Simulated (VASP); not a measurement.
# LiGe16 (a cell with a defect) in VASP: single point with PBEsol

Aim: the single point of LiGe16 (a cell with a defect) with PBEsol.

Everything below comes from runs of VASP 6.6.1. Logs are shortened: lines on timing, memory, paths and dates and some standing lists are left out, and cuts for length are marked.

## Step 1: The cell of the first run

The cell holds a defect, 17 atoms: a = 8.004 Å, b = 8.004 Å, c = 8.004 Å, α = 60.00°, β = 60.00°, γ = 60.00°.

## Step 2: Single point, PBEsol

INCAR

```
SYSTEM = LiGe16
ALGO = Normal
EDIFF = 1E-6
ENCUT = 650
GGA = PS
GGA_COMPAT = .FALSE.
ISIF = 2
ISMEAR = -1
LASPH = .TRUE.
LCHARG = .TRUE.
LELF = .TRUE.
LREAL = .FALSE.
LVHAR = .TRUE.
LWAVE = .FALSE.
NBANDS = 128
NELM = 120
PREC = Accurate
SIGMA = 0.15
```

KPOINTS

```
k-points
0
G
  2 2 2
  0 0 0
```

POSCAR

```
LiGe16
1.0
    0.0000000000      5.6600000000      5.6600000000
    5.6600000000      0.0000000000      5.6600000000
    5.6600000000      5.6600000000      0.0000000000
Ge Li
16 1
Direct
   -0.0037327479      0.0011191628      0.0013595177
    0.1270786403      0.1229185582      0.1229702977
    0.0022188083     -0.0067713589      0.5022428442
    0.1271533160      0.1228452212      0.6271420166
    0.0018363625      0.5019691139     -0.0057056719
    0.1269875254      0.6268904375      0.1230805889
    0.0020192654      0.5021726303      0.5020387729
    0.1255343995      0.6243122452      0.6253247745
    0.5012751917      0.0009883645      0.0012346237
    0.6248118210      0.1252483657      0.1248832297
    0.5013638679      0.0010823866      0.4963357461
    0.6230166797      0.1229437067      0.6270371291
    0.5011698718      0.4966857848      0.0011279348
    0.6232063163      0.6267803813      0.1231836815
    0.4945173441      0.5018862403      0.5017758672
    0.6231284863      0.6268598271      0.6269447056
    0.8775464517      0.3714555328      0.3766619418
```

Potentials or basis: VASP PAW PBE potentials, release 64 (Ge_d, Li_sv).

Command:

```
> cat potpaw_PBE.64/Ge_d/POTCAR potpaw_PBE.64/Li_sv/POTCAR > POTCAR
> mpirun -np 1 vasp_std > vasp.out
```

OUTCAR:

```text
SYSTEM = LiGe16
   EDIFF = 1E-6
   ENCUT = 650
   GGA = PS
   ISIF = 2
   ISMEAR = -1
   LASPH = .TRUE.
   LREAL = .FALSE.
   NELM = 120
   PREC = Accurate

 ion  position               nearest neighbor table
   1  0.996  0.001  0.001-  10 2.43   4 2.45   2 2.45   6 2.45
   2  0.127  0.123  0.123-   9 2.45   1 2.45   5 2.48   3 2.48
   3  0.002  0.993  0.502-   8 2.41  17 2.47  12 2.48   2 2.48   4 2.48
   4  0.127  0.123  0.627-  11 2.45   1 2.45   7 2.48   3 2.48
   5  0.002  0.502  0.994-   8 2.41  14 2.47   6 2.48   2 2.48  17 2.50
   6  0.127  0.627  0.123-  13 2.45   1 2.45   5 2.48   7 2.48
   7  0.002  0.502  0.502-   8 2.41  16 2.48   6 2.48   4 2.48  17 2.49
   8  0.126  0.624  0.625-   3 2.41   7 2.41   5 2.41  15 2.41
   9  0.501  0.001  0.001-  10 2.43   2 2.45  12 2.45  14 2.45
  10  0.625  0.125  0.125-  13 2.43   9 2.43  11 2.43   1 2.43
  11  0.501  0.001  0.496-  10 2.43   4 2.45  12 2.45  16 2.45
  12  0.623  0.123  0.627-   9 2.45  11 2.45  15 2.48   3 2.48
  13  0.501  0.497  0.001-  10 2.43   6 2.45  16 2.45  14 2.45
  14  0.623  0.627  0.123-  13 2.45   9 2.45  15 2.47   5 2.47
  15  0.495  0.502  0.502-   8 2.41  14 2.47  16 2.48  12 2.48  17 2.50
  16  0.623  0.627  0.627-  13 2.45  11 2.45  15 2.48   7 2.48
  17  0.878  0.371  0.377-   3 2.47   7 2.49   5 2.50  15 2.50

  LATTYP: Found a face centered cubic cell.
 ALAT       =    11.3200000000

  Lattice vectors:

 A1 = (   0.0000000000,   5.6600000000,   5.6600000000)
 A2 = (   5.6600000000,   0.0000000000,   5.6600000000)
 A3 = (   5.6600000000,   5.6600000000,   0.0000000000)

Analysis of symmetry for initial positions (statically):
=====================================================================
 Subroutine PRICEL returns:
 Original cell was already a primitive cell.

 Routine SETGRP: Setting up the symmetry group for a
 face centered cubic supercell.

 Subroutine GETGRP returns: Found  1 space group operations
 (whereof  1 operations were pure point group operations)
 out of a pool of 48 trial point group operations.

The static configuration has the point symmetry C_1 .

Analysis of symmetry for dynamics (positions and initial velocities):
=====================================================================
 Subroutine PRICEL returns:
 Original cell was already a primitive cell.

 Routine SETGRP: Setting up the symmetry group for a
 face centered cubic supercell.

 Subroutine GETGRP returns: Found  1 space group operations
 (whereof  1 operations were pure point group operations)
 out of a pool of 48 trial point group operations.

The dynamic configuration has the point symmetry C_1 .

 Subroutine INISYM returns: Found  1 space group operations
 (whereof  1 operations are pure point group operations),
 and found     1 'primitive' translations

----------------------------------------------------------------------------------------

                                     Primitive cell

  volume of cell :     362.6430

  direct lattice vectors                    reciprocal lattice vectors
     0.000000000  5.660000000  5.660000000    -0.088339223  0.088339223  0.088339223
     5.660000000  0.000000000  5.660000000     0.088339223 -0.088339223  0.088339223
     5.660000000  5.660000000  0.000000000     0.088339223  0.088339223 -0.088339223

  length of vectors
     8.004448763  8.004448763  8.004448763     0.153008022  0.153008022  0.153008022

  position of ions in fractional coordinates (direct lattice)
     0.996267252  0.001119163  0.001359518
     0.127078640  0.122918558  0.122970298
     0.002218808  0.993228641  0.502242844
     0.127153316  0.122845221  0.627142017
     0.001836363  0.501969114  0.994294328
     0.126987525  0.626890438  0.123080589
[... 9 lines left out ...]
     0.623128486  0.626859827  0.626944706
     0.877546452  0.371455533  0.376661942

  ion indices of the primitive-cell ions
   primitive index   ion index
                 1           1
                 2           2
                 3           3
                 4           4
                 5           5
                 6           6
[... 9 lines left out ...]
                16          16
                17          17

----------------------------------------------------------------------------------------

 KPOINTS: k-points

Automatic generation of k-mesh.
 Grid dimensions read from file:
 generate k-points for:    2    2    2

 Generating k-lattice:

  Cartesian coordinates                     Fractional coordinates (reciprocal lattice)
    -0.044169611  0.044169611  0.044169611     0.500000000  0.000000000  0.000000000
     0.044169611 -0.044169611  0.044169611     0.000000000  0.500000000  0.000000000
     0.044169611  0.044169611 -0.044169611     0.000000000  0.000000000  0.500000000

  Length of vectors
     0.076504011  0.076504011  0.076504011

  Shift w.r.t. Gamma in fractional coordinates (k-lattice)
     0.000000000  0.000000000  0.000000000

 Subroutine IBZKPT returns following result:
 ===========================================

 Found      8 irreducible k-points:

 Following reciprocal coordinates:
            Coordinates               Weight
  0.000000  0.000000  0.000000      1.000000
  0.500000  0.000000  0.000000      1.000000
  0.000000  0.500000  0.000000      1.000000
  0.000000  0.000000  0.500000      1.000000
  0.500000  0.500000  0.500000      1.000000
  0.500000  0.500000  0.000000      1.000000
  0.000000  0.500000  0.500000      1.000000
  0.500000  0.000000  0.500000      1.000000
   k-points           NKPTS =      8   k-points in BZ     NKDIM =      8   number of bands    NBANDS=    128
   number of dos      NEDOS =    301   number of ions     NIONS =     17
   total plane-waves  NPLWV = 343000
   dimension x,y,z NGX =    70 NGY =   70 NGZ =   70
   dimension x,y,z NGXF=   140 NGYF=  140 NGZF=  140
   ions per type =              16   1
   NGX,Y,Z   is equivalent  to a cutoff of  14.54, 14.54, 14.54 a.u.
   NGXF,Y,Z  is equivalent  to a cutoff of  29.08, 29.08, 29.08 a.u.
 SYSTEM =  LiGe16
   PREC   = accura    normal or accurate (medium, high low for compatibility)
   ISTART =      0    job   : 0-new  1-cont  2-samecut
   ICHARG =      2    charge: 1-file 2-atom 10-const
   ISPIN  =      1    spin polarized calculation?
   LNONCOLLINEAR =      F non collinear calculations
   LSORBIT =      F    spin-orbit coupling
   LASPH  =      T    aspherical Exc in radial PAW
   ENCUT  =  650.0 eV  47.77 Ry    6.91 a.u.  16.64 16.64 16.64*2*pi/ulx,y,z
   NELM   =    120;   NELMIN=  2; NELMDL= -5     # of ELM steps
   EDIFF  = 0.1E-05   stopping-criterion for ELM
   LREAL  =      F    real-space projection
   EDIFFG = 0.1E-04   stopping-criterion for IOM
   NSW    =      0    number of steps for IOM
   IBRION =     -1    ionic relax: 0-MD 1-quasi-New 2-CG
   NFREE  =      0    steps in history (QN), initial steepest desc. (CG)
   ISIF   =      2    stress and relaxation
   ISYM   =      2    0-nonsym 1-usesym 2-fastsym
   POTIM  = 0.5000    time-step for ionic-motion
   TEBEG  =    0.0;   TEEND  =   0.0 temperature during run
   PSTRESS=    0.0 pullay stress
   NELECT =     227.0000    total number of electrons
   NUPDOWN=      -1.0000    fix difference up-down
   EMIN   =  10.00;   EMAX   =-10.00  energy-range for DOS
   EFERMI =   0.00;   METHOD = LEGACY
   ISMEAR =    -1;   SIGMA  =   0.15  broadening in eV -4-tet -1-fermi 0-gaus
   EFERMI_NEDOS =   21; number of points for ismear=-14 and -15
   IALGO  =     38    algorithm
   IMIX   =      4    mixing-type and parameters
     AMIX     =   0.40;   BMIX     =  1.00
     AMIX_MAG =   1.60;   BMIX_MAG =  1.00
  volume/ion in A,a.u.               =      21.33       143.96
  Fermi-wavevector in a.u.,A,eV,Ry     =   1.400416  2.646402 26.683264  1.961165
  Thomas-Fermi vector in A             =   2.523379
   LORBIT       =      0    0 simple, 1 ext, 2 COOP (PROOUT), +10 PAW based schemes
   GGA     = PS    functional components
   LHFCALC =     F    Hartree Fock is set to
   AEXX    =    0.0000 exact exchange contribution
   IVDW    =     0    specifies the selected vdW correction
   LEPSILON=     F    determine dielectric tensor
   LRPA    =     F    only Hartree local field effects (RPA)
 non-spin polarized calculation
  energy-cutoff  :      650.00
  volume of cell :      362.64
 maximum number of plane-waves:     13635
 NGX is ok and might be reduce to    70
   NGX = 33   NGY = 33   NGZ = 33

 number of electron     227.0000004 magnetization

 Free energy of the ion-electron system (eV)
  ---------------------------------------------------
  ext. energy  EPLUGINS =         0.00000000
  ---------------------------------------------------
  free energy    TOTEN  =       -79.08866016 eV

  energy without entropy =      -78.74621553  energy(sigma->0) =      -78.91743784

 E-fermi :   5.2335     XC(G=0): -10.2083

 val. band max:        5.1802538407   @ k =   0.0000   0.0000   0.0000
 cond. band min:       5.5355601859   @ k =   0.0000   0.5000   0.0000
 fundamental gap:      0.3553063452
 Fermi energy:         5.2334957260

 k-point     1 :       0.0000    0.0000    0.0000
  band No.  band energies     occupation
      1     -41.3330      2.00000
      2     -19.8129      2.00000
      3     -19.8125      2.00000
      4     -19.8122      2.00000
      5     -19.7311      2.00000
      6     -19.7311      2.00000
[... 117 lines left out ...]
    124       5.7778      0.05174
    125       7.3540      0.00000

 k-point     2 :       0.5000    0.0000    0.0000
  band No.  band energies     occupation
      1     -41.3329      2.00000
      2     -19.8162      2.00000
      3     -19.8141      2.00000
      4     -19.8136      2.00000
      5     -19.7354      2.00000
      6     -19.7353      2.00000
[... 117 lines left out ...]
    124       8.6798      0.00000
    125       8.6825      0.00000

 k-point     3 :       0.0000    0.5000    0.0000
  band No.  band energies     occupation
      1     -41.3329      2.00000
      2     -19.8166      2.00000
      3     -19.8137      2.00000
      4     -19.8134      2.00000
      5     -19.7352      2.00000
      6     -19.7352      2.00000
[... 117 lines left out ...]
    124       8.6783      0.00000
    125       8.6803      0.00000

 k-point     4 :       0.0000    0.0000    0.5000
  band No.  band energies     occupation
      1     -41.3329      2.00000
      2     -19.8162      2.00000
      3     -19.8140      2.00000
      4     -19.8136      2.00000
      5     -19.7354      2.00000
      6     -19.7352      2.00000
[... 117 lines left out ...]
    124       8.6793      0.00000
    125       8.6825      0.00000

 k-point     5 :       0.5000    0.5000    0.5000
  band No.  band energies     occupation
      1     -41.3329      2.00000
      2     -19.8165      2.00000
      3     -19.8139      2.00000
      4     -19.8134      2.00000
      5     -19.7353      2.00000
      6     -19.7352      2.00000
[... 117 lines left out ...]
    124       8.6784      0.00000
    125       8.6821      0.00000

 k-point     6 :       0.5000    0.5000    0.0000
  band No.  band energies     occupation
      1     -41.3329      2.00000
      2     -19.8162      2.00000
      3     -19.8149      2.00000
      4     -19.8147      2.00000
      5     -19.7390      2.00000
      6     -19.7341      2.00000
[... 117 lines left out ...]
    124       9.1897      0.00000
    125       9.2834      0.00000

 k-point     7 :       0.0000    0.5000    0.5000
  band No.  band energies     occupation
      1     -41.3329      2.00000
      2     -19.8162      2.00000
      3     -19.8149      2.00000
      4     -19.8148      2.00000
      5     -19.7390      2.00000
      6     -19.7341      2.00000
[... 117 lines left out ...]
    124       9.1899      0.00000
    125       9.2834      0.00000

 k-point     8 :       0.5000    0.0000    0.5000
  band No.  band energies     occupation
      1     -41.3329      2.00000
      2     -19.8161      2.00000
      3     -19.8152      2.00000
      4     -19.8145      2.00000
      5     -19.7390      2.00000
      6     -19.7341      2.00000
[... 117 lines left out ...]
    124       9.1900      0.00000
    125       9.2832      0.00000
 [bands above 125 left out]

------------------------ aborting loop because EDIFF is reached ----------------------------------------

  FORCE on cell =-STRESS in cart. coord.  units (eV):
  Direction    XX          YY          ZZ          XY          YZ          ZX
  --------------------------------------------------------------------------------------
  -------------------------------------------------------------------------------------
  Total        8.8883525      8.8897240      8.8877957     -0.0150198     -0.0248359      0.0529920
  in kB       39.2692458     39.2753052     39.2667862     -0.0663585     -0.1097263      0.2341215
  external PRESSURE =      39.2704457 kB  Pullay stress =       0.0000000 kB

 VOLUME and BASIS-vectors are now :
 -----------------------------------------------------------------------------
  energy-cutoff  :      650.00
  volume of cell :      362.64
      direct lattice vectors                 reciprocal lattice vectors
     0.000000000  5.660000000  5.660000000    -0.088339223  0.088339223  0.088339223
     5.660000000  0.000000000  5.660000000     0.088339223 -0.088339223  0.088339223
     5.660000000  5.660000000  0.000000000     0.088339223  0.088339223 -0.088339223

 POSITION                                       TOTAL-FORCE (eV/Angst)
 -----------------------------------------------------------------------------------
      0.01403      5.64657      5.64521        -0.058789      0.056508      0.061302
      1.39173      1.41528      1.41498        -0.045653      0.004219     -0.007956
      8.46437      2.85525      5.63423        -0.026661      0.031411     -0.024730
      4.24493      4.26931      1.41499        -0.002642      0.044162     -0.003732
      8.46885      5.63810      2.85154        -0.013797     -0.002595      0.008991
      4.24484      1.41539      4.26695         0.006201     -0.000386      0.047114
[... 9 lines left out ...]
      7.09653      7.07541      7.07493         0.048009      0.001366      0.006847
      4.23434      7.09882      7.06935         0.022971     -0.048982      0.013852
 -----------------------------------------------------------------------------------
    total drift:                                0.000104     -0.000175      0.000106

  FREE ENERGIE OF THE ION-ELECTRON SYSTEM (eV)
  ---------------------------------------------------
  free  energy   TOTEN  =       -79.0886601593 eV

  energy  without entropy=      -78.7462155292  energy(sigma->0) =      -78.91743784
```

It took 14 min on 1 thread of Intel Xeon 6975P-C (Granite Rapids), shared host; peak memory 0.87 GiB.

What came out:

- Free energy: -79.0887 eV
- Pressure: 3.9 GPa
- Largest force: 0.102 eV/Å
- Band gap on the k mesh: zero (an odd number of electrons rules out a gap without spin polarisation)

Forces on the atoms (eV/Å):
```
Ge  -0.059  0.057  0.061
Ge  -0.046  0.004 -0.008
Ge  -0.027  0.031 -0.025
Ge  -0.003  0.044 -0.004
Ge  -0.014 -0.003  0.009
Ge   0.006  0.000  0.047
Ge   0.011  0.023  0.013
Ge   0.001 -0.001  0.000
Ge  -0.055 -0.061 -0.056
Ge  -0.001  0.003  0.000
Ge   0.061  0.055 -0.059
Ge  -0.009  0.006 -0.046
Ge   0.056 -0.058  0.055
Ge   0.000 -0.050  0.003
Ge   0.006 -0.002 -0.011
Ge   0.048  0.001  0.007
Li   0.023 -0.049  0.014
```

Caveat: the k points lie up to 0.48 Å⁻¹ apart, too coarse for converged energies and pressures of a metal; the PAW data sets were made with another functional, which shifts forces and pressure a little; an odd number of electrons without spin polarisation forces a metal; a magnetic or distorted state may lie lower.

The gap in the log of VASP goes by the Fermi energy; the results here count the filled bands.